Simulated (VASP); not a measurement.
**AlN: electric field gradients with PBE**

AlN:

```
CELL_PARAMETERS angstrom
3.15194 0.00000 0.00000
-1.57597 2.72966 0.00000
0.00000 0.00000 5.04351
ATOMIC_POSITIONS crystal
Al 0.33333 0.66667 0.00000
Al 0.66667 0.33333 0.50000
N 0.33333 0.66667 0.38500
N 0.66667 0.33333 0.88500
```

This cell differs from its parent crystal: volume scaled by 1.04.

```yaml
Program: VASP 6.6.1
Task: electric field gradients
Functional: PBE
Potentials_or_basis: VASP PAW PBE potentials, release 64 (Al, N)
Cutoff: 520 eV
k_mesh: 11 × 11 × 6
Occupations: fermi-dirac, width 0.02 eV
Spin: no spin polarisation
Dipole_correction: no
Further_INCAR_settings: ALGO = Normal; EDIFF = 1e-08; NBANDS = 16
```

| Quantity | Value |
| --- | --- |
| Pressure | -3.8 GPa |
| Largest force | 0.179 eV/Å |
| Band gap on the k mesh | 3.82 eV, direct |

Forces in eV/Å, atoms in the order of the input:
```
Al   0.000  0.000  0.179
Al   0.000  0.000  0.179
N    0.000  0.000 -0.179
N    0.000  0.000 -0.179
```

Stress tensor (GPa, compression positive):
```
-3.55  0.00  0.00
 0.00 -3.55  0.00
 0.00  0.00 -4.41
```

Levels at points of the mesh, in eV from the valence-band top:
```tsv
k point	band 4	band 5	band 6	band 7	band 8	band 9	band 10	band 11	band 12	band 13
(0.00, 0.00, 0.00)	-0.93	-0.93	-0.29	-0.29	0.00	3.82	6.27	10.29	10.80	10.80
(0.00, 0.00, 0.50)	-3.30	-0.62	-0.62	-0.62	-0.62	6.10	6.10	9.96	9.96	11.12
```

Electric field gradients, principal values (V/Å²):
```csv
atom,least,middle,greatest (by size)
1 Al,-4.084,-4.084,8.168
2 Al,-4.084,-4.084,8.168
3 N,-0.152,-0.154,0.306
4 N,-0.152,-0.154,0.306
```

Wall time 14 s on 1 thread of Intel(R) Xeon(R) 6975P-C (Granite Rapids), with other jobs on the host, peak memory 0.17 GiB.

Caveat: without QUAD_EFG the Cq values of the log hold for a quadrupole moment of 1 mb, not for the nuclei. A k mesh can miss the band edges.
